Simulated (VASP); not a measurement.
Cu2O:

```
Cu O
1.0
     4.27000    0.00000    0.00000
     0.00000    4.27000    0.00000
     0.00000    0.00000    4.27000
Cu O
4 2
Direct
  0.25000 0.25000 0.25000
  0.25000 0.75000 0.75000
  0.75000 0.25000 0.75000
  0.75000 0.75000 0.25000
  0.00000 0.00000 0.00000
  0.50000 0.50000 0.50000
```

Base run:

```yaml
Program: VASP 6.6.1
Functional: PBE
Potentials_or_basis: VASP PAW PBE potentials, release 64 (Cu, O)
Cutoff: 600 eV
k_mesh: 4 × 4 × 4
Occupations: gaussian, width 0.01 eV
Spin: no spin polarisation
```

Its results: band gap on the k mesh 0.52 eV, direct; pressure 3.1 GPa.

The run is repeated on the same cell with these changes: k mesh from 4 × 4 × 4 to 2 × 2 × 2. What comes out?

Band gap on the k mesh 0.53 eV, direct; pressure 5.2 GPa.

Caveats: some runs use coarse meshes.

